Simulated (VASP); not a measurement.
# Ir in VASP: notebook

Ir is run at these levels: PBEsol; tasks: single point.

All numbers are computed with VASP 6.6.1; they aren't measurements. Logs are shortened: lines on timing, memory, paths and dates and some standing lists are left out, and cuts for length are marked.

### 1 The cell of the first run

The cell holds a wire or tube with vacuum around it, 2 atoms: a = 9.000 Å, b = 9.300 Å, c = 4.502 Å, α = 90.00°, β = 90.00°, γ = 90.00°.

### 2 Single point, PBEsol, collinear spin

Input file INCAR:

```
PREC = Accurate
ENCUT = 520
EDIFF = 1E-6
ISMEAR = 0
SIGMA = 0.05
LREAL = F
LASPH = T
NELM = 150
ALGO = Normal
ISIF = 2
LWAVE = F
LCHARG = T
ISPIN = 2
MAGMOM = 1.5 1.5
LORBIT = 11
LMAXMIX = 4
GGA = PS
LELF = T
LVHAR = T
NBANDS = 20
```

Input file KPOINTS:

```
Automatic mesh
0
Gamma
  1 1 13
```

Input file POSCAR:

```
Ir
1.0
    9.0000000000      0.0000000000      0.0000000000
    0.0000000000      9.3000000000      0.0000000000
    0.0000000000      0.0000000000      4.5023381200
Ir
2
Direct
    0.5000000000      0.5000000000     -0.0175000993
    0.5000000000      0.5000000000      0.4825000993
```

Potentials or basis: VASP PAW PBE potentials, release 64 (Ir).

The run is started by

```bash
cat potpaw_PBE.64/Ir/POTCAR > POTCAR
mpirun -np 1 vasp_std > vasp.out
```

OUTCAR:

```text
PREC = Accurate
   ENCUT = 520
   EDIFF = 1E-6
   ISMEAR = 0
   LREAL = F
   LASPH = T
   NELM = 150
   ISIF = 2
   ISPIN = 2
   LORBIT = 11
   GGA = PS

 ion  position               nearest neighbor table
   1  0.500  0.500  0.982-   2 2.25   2 2.25
   2  0.500  0.500  0.483-   1 2.25   1 2.25

  LATTYP: Found a simple orthorhombic cell.
 ALAT       =     4.5023381200
 B/A-ratio  =     1.9989613752
 C/A-ratio  =     2.0655934210

  Lattice vectors:

 A1 = (   0.0000000000,   0.0000000000,   4.5023381200)
 A2 = (   9.0000000000,   0.0000000000,   0.0000000000)
 A3 = (   0.0000000000,   9.3000000000,   0.0000000000)

Analysis of symmetry for initial positions (statically):
=====================================================================
 Subroutine PRICEL returns following result:

  LATTYP: Found a simple orthorhombic cell.
 ALAT       =     2.2511699542
 B/A-ratio  =     3.9979211624
 C/A-ratio  =     4.1311852012
[... 12 lines left out ...]
 Subroutine GETGRP returns: Found  8 space group operations
 (whereof  4 operations were pure point group operations)
 out of a pool of  8 trial point group operations.

The static configuration has the point symmetry C_2v.
 The point group associated with its full space group is D_2h.

Analysis of symmetry for dynamics (positions and initial velocities):
=====================================================================
 Subroutine PRICEL returns following result:

  LATTYP: Found a simple orthorhombic cell.
 ALAT       =     2.2511699542
 B/A-ratio  =     3.9979211624
 C/A-ratio  =     4.1311852012
[... 12 lines left out ...]
 Subroutine GETGRP returns: Found  8 space group operations
 (whereof  4 operations were pure point group operations)
 out of a pool of  8 trial point group operations.

The dynamic configuration has the point symmetry C_2v.
 The point group associated with its full space group is D_2h.

Analysis of structural, dynamic, and magnetic symmetry:
=====================================================================
 Subroutine PRICEL returns following result:

  LATTYP: Found a simple orthorhombic cell.
 ALAT       =     2.2511699542
 B/A-ratio  =     3.9979211624
 C/A-ratio  =     4.1311852012
[... 12 lines left out ...]
 Subroutine GETGRP returns: Found  8 space group operations
 (whereof  4 operations were pure point group operations)
 out of a pool of  8 trial point group operations.

The overall configuration has the point symmetry C_2v.
 The point group associated with its full space group is D_2h.

 Subroutine INISYM returns: Found  8 space group operations
 (whereof  4 operations are pure point group operations),
 and found     2 'primitive' translations

----------------------------------------------------------------------------------------

                                     Primitive cell

  volume of cell :     188.4229

  direct lattice vectors                    reciprocal lattice vectors
     0.000000000  0.000000000  2.251169954     0.000000000  0.000000000  0.444213462
     9.000000000  0.000000000  0.000000000     0.111111111  0.000000000  0.000000000
     0.000000000  9.300000000  0.000000000     0.000000000  0.107526882  0.000000000

  length of vectors
     2.251169954  9.000000000  9.300000000     0.444213462  0.111111111  0.107526882

  position of ions in fractional coordinates (direct lattice)
     0.964999021  0.500000000  0.500000000

  ion indices of the primitive-cell ions
   primitive index   ion index
                 1           1

----------------------------------------------------------------------------------------

 KPOINTS: Automatic mesh

Automatic generation of k-mesh.
 Grid dimensions read from file:
 generate k-points for:    1    1   13

 Generating k-lattice:

  Cartesian coordinates                     Fractional coordinates (reciprocal lattice)
     0.111111111  0.000000000  0.000000000     1.000000000  0.000000000  0.000000000
     0.000000000  0.107526882  0.000000000     0.000000000  1.000000000  0.000000000
     0.000000000  0.000000000  0.017085140     0.000000000  0.000000000  0.076923077

  Length of vectors
     0.111111111  0.107526882  0.017085140

  Shift w.r.t. Gamma in fractional coordinates (k-lattice)
     0.000000000  0.000000000  0.000000000

 Subroutine IBZKPT returns following result:
 ===========================================

 Found      7 irreducible k-points:

 Following reciprocal coordinates:
            Coordinates               Weight
  0.000000  0.000000  0.000000      1.000000
  0.000000  0.000000  0.076923      2.000000
  0.000000  0.000000  0.153846      2.000000
  0.000000  0.000000  0.230769      2.000000
  0.000000  0.000000  0.307692      2.000000
  0.000000  0.000000  0.384615      2.000000
  0.000000  0.000000  0.461538      2.000000
   k-points           NKPTS =      7   k-points in BZ     NKDIM =      7   number of bands    NBANDS=     20
   number of dos      NEDOS =    301   number of ions     NIONS =      2
   total plane-waves  NPLWV = 176400
   dimension x,y,z NGX =    70 NGY =   70 NGZ =   36
   dimension x,y,z NGXF=   140 NGYF=  140 NGZF=   72
   ions per type =               2
   NGX,Y,Z   is equivalent  to a cutoff of  12.93, 12.51, 13.29 a.u.
   NGXF,Y,Z  is equivalent  to a cutoff of  25.86, 25.03, 26.59 a.u.
 SYSTEM =  unknown system
   PREC   = accura    normal or accurate (medium, high low for compatibility)
   ISTART =      0    job   : 0-new  1-cont  2-samecut
   ICHARG =      2    charge: 1-file 2-atom 10-const
   ISPIN  =      2    spin polarized calculation?
   LNONCOLLINEAR =      F non collinear calculations
   LSORBIT =      F    spin-orbit coupling
   LASPH  =      T    aspherical Exc in radial PAW
   ENCUT  =  520.0 eV  38.22 Ry    6.18 a.u.  16.73 17.29  8.37*2*pi/ulx,y,z
   NELM   =    150;   NELMIN=  2; NELMDL= -5     # of ELM steps
   EDIFF  = 0.1E-05   stopping-criterion for ELM
   LREAL  =      F    real-space projection
   EDIFFG = 0.1E-04   stopping-criterion for IOM
   NSW    =      0    number of steps for IOM
   IBRION =     -1    ionic relax: 0-MD 1-quasi-New 2-CG
   NFREE  =      0    steps in history (QN), initial steepest desc. (CG)
   ISIF   =      2    stress and relaxation
   ISYM   =      2    0-nonsym 1-usesym 2-fastsym
   POTIM  = 0.5000    time-step for ionic-motion
   TEBEG  =    0.0;   TEEND  =   0.0 temperature during run
   PSTRESS=    0.0 pullay stress
   NELECT =      18.0000    total number of electrons
   NUPDOWN=      -1.0000    fix difference up-down
   EMIN   =  10.00;   EMAX   =-10.00  energy-range for DOS
   EFERMI =   0.00;   METHOD = LEGACY
   ISMEAR =     0;   SIGMA  =   0.05  broadening in eV -4-tet -1-fermi 0-gaus
   EFERMI_NEDOS =   21; number of points for ismear=-14 and -15
   IALGO  =     38    algorithm
   IMIX   =      4    mixing-type and parameters
     AMIX     =   0.40;   BMIX     =  1.00
     AMIX_MAG =   1.60;   BMIX_MAG =  1.00
  volume/ion in A,a.u.               =     188.42      1271.54
  Fermi-wavevector in a.u.,A,eV,Ry     =   0.593988  1.122475  4.800434  0.352822
  Thomas-Fermi vector in A             =   1.643398
   LORBIT       =     11    0 simple, 1 ext, 2 COOP (PROOUT), +10 PAW based schemes
   GGA     = PS    functional components
   LHFCALC =     F    Hartree Fock is set to
   AEXX    =    0.0000 exact exchange contribution
   IVDW    =     0    specifies the selected vdW correction
   LEPSILON=     F    determine dielectric tensor
   LRPA    =     F    only Hartree local field effects (RPA)
 spin polarized calculation
 Gauss-broadening in eV      SIGMA  =   0.05
  energy-cutoff  :      520.00
  volume of cell :      376.85
 maximum number of plane-waves:     10183
 NGX is ok and might be reduce to    70
   NGX = 33   NGY = 35   NGZ = 17

 number of electron      18.0000001 magnetization       1.0789283

 Free energy of the ion-electron system (eV)
  ---------------------------------------------------
  ext. energy  EPLUGINS =         0.00000000
  ---------------------------------------------------
  free energy    TOTEN  =       -10.89847214 eV

  energy without entropy =      -10.89247554  energy(sigma->0) =      -10.89547384

 E-fermi :  -4.5466     XC(G=0):  -2.4505

 val. band max:       -4.7041879828   @ k =   0.0000   0.0000   0.3077
 cond. band min:      -4.5334412430   @ k =   0.0000   0.0000   0.2308
 fundamental gap:      0.1707467398
 Fermi energy:        -4.5465890564

 spin component 1

 k-point     1 :       0.0000    0.0000    0.0000
  band No.  band energies     occupation
      1     -12.2402      1.00000
      2      -9.3809      1.00000
      3      -9.3809      1.00000
      4      -6.9700      1.00000
      5      -6.4214      1.00000
      6      -6.4210      1.00000
[... 137 lines left out ...]
      6      -6.5068      1.00000
[... 12 lines left out ...]
     19       3.3247      0.00000
     20       3.8747      0.00000
 Fermi energy:        -4.5465890564

 spin component 2

 k-point     1 :       0.0000    0.0000    0.0000
  band No.  band energies     occupation
      1     -12.1407      1.00000
      2      -9.2105      1.00000
      3      -9.2105      1.00000
      4      -6.7006      1.00000
      5      -5.9916      1.00000
      6      -5.9909      1.00000
[... 150 lines left out ...]
     19       3.3245      0.00000
     20       3.8743      0.00000

------------------------ aborting loop because EDIFF is reached ----------------------------------------

  FORCE on cell =-STRESS in cart. coord.  units (eV):
  Direction    XX          YY          ZZ          XY          YZ          ZX
  --------------------------------------------------------------------------------------
  -------------------------------------------------------------------------------------
  Total       -0.0381684     -0.0295220      0.1544627      0.0000000      0.0000000      0.0000000
  in kB       -0.1622746     -0.1255142      0.6567056      0.0000000      0.0000000      0.0000000
  external PRESSURE =       0.1229723 kB  Pullay stress =       0.0000000 kB

 VOLUME and BASIS-vectors are now :
 -----------------------------------------------------------------------------
  energy-cutoff  :      520.00
  volume of cell :      376.85
      direct lattice vectors                 reciprocal lattice vectors
     9.000000000  0.000000000  0.000000000     0.111111111  0.000000000  0.000000000
     0.000000000  9.300000000  0.000000000     0.000000000  0.107526882  0.000000000
     0.000000000  0.000000000  4.502338120     0.000000000  0.000000000  0.222106819

 POSITION                                       TOTAL-FORCE (eV/Angst)
 -----------------------------------------------------------------------------------
      4.50000      4.65000      4.42355         0.000000      0.000000      0.000000
      4.50000      4.65000      2.17238         0.000000      0.000000      0.000000
 -----------------------------------------------------------------------------------
    total drift:                                0.000000      0.000000     -0.000018

  FREE ENERGIE OF THE ION-ELECTRON SYSTEM (eV)
  ---------------------------------------------------
  free  energy   TOTEN  =       -10.8984721404 eV

  energy  without entropy=      -10.8924755417  energy(sigma->0) =      -10.89547384

 total charge

# of ion       s       p       d       tot
------------------------------------------
    1        0.752   0.287   7.102   8.140
    2        0.752   0.287   7.102   8.140
--------------------------------------------------
tot          1.504   0.573  14.203  16.280

 magnetization (x)

# of ion       s       p       d       tot
------------------------------------------
    1        0.015  -0.003   0.495   0.507
    2        0.015  -0.003   0.495   0.507
--------------------------------------------------
tot          0.031  -0.007   0.990   1.014
```

Wall time 81 s (1 thread of Intel Xeon 6975P-C (Granite Rapids), shared host); peak memory 0.57 GiB.

Results:

- Free energy: -10.8985 eV
- Net moment: 1.08 μB per cell
- Site moments: Ir +0.51 μB
- Valence electrons inside the program's atomic spheres: Ir 8.14

Caveat: the PAW data sets were made with another functional, which shifts forces and pressure a little; spin-orbit coupling is left out, which moves the levels of the heavy elements.

### 3 Single point, PBEsol, collinear spin

This run uses another cell than the first one.

Input file INCAR:

```
PREC = Accurate
ENCUT = 520
EDIFF = 1E-6
ISMEAR = 0
SIGMA = 0.05
LREAL = False
LASPH = True
NELM = 150
ALGO = Normal
ISIF = 2
LWAVE = False
LCHARG = False
ISPIN = 2
MAGMOM = 1.5 1.5
LORBIT = 11
LMAXMIX = 4
GGA = PS
NBANDS = 20
```

Input file KPOINTS:

```
regular mesh
0
Gamma
  1 1 13
```

Input file POSCAR:

```
Ir
1.0
    9.0000000000      0.0000000000      0.0000000000
    0.0000000000      9.3000000000      0.0000000000
    0.0000000000      0.0000000000      4.8751236243
Ir
2
Direct
    0.5000000000      0.5000000000      0.0000000000
    0.5000000000      0.5000000000      0.4650000000
```

Potentials or basis: VASP PAW PBE potentials, release 64 (Ir).

The run is started by

```bash
cat potpaw_PBE.64/Ir/POTCAR > POTCAR
mpirun -np 1 vasp_std > vasp.out
```

Run time: 93 s. Hardware: 1 thread of Intel Xeon 6975P-C (Granite Rapids), shared host; peak memory 0.57 GiB.

Results (log left out):

* Free energy: -10.1738 eV
* Largest force: 1.815 eV/Å
* Net moment: 1.69 μB per cell
* Site moments: Ir +0.76 μB
* Valence electrons inside the program's atomic spheres: Ir 7.86

Forces in eV/Å, atoms in the order of the input:
```
Ir   0.000  0.000 -1.815
Ir   0.000  0.000  1.815
```

Levels at points of the mesh, in eV from the Fermi level:
Spin up:
```
           k point  band 7  band 8  band 9  band 10  band 11  band 12
(0.00, 0.00, 0.00)   -0.45   -0.45    0.27     1.25     1.25     3.10
```
Spin down:
```csv
k point,band 3,band 4,band 5,band 6,band 7,band 8,band 9,band 10
"(0.00, 0.00, 0.00)",-3.50,-1.53,-0.97,-0.97,0.23,0.23,0.88,1.60
```

Caveat: the PAW data sets were made with another functional, which shifts forces and pressure a little; spin-orbit coupling is left out, which moves the levels of the heavy elements.
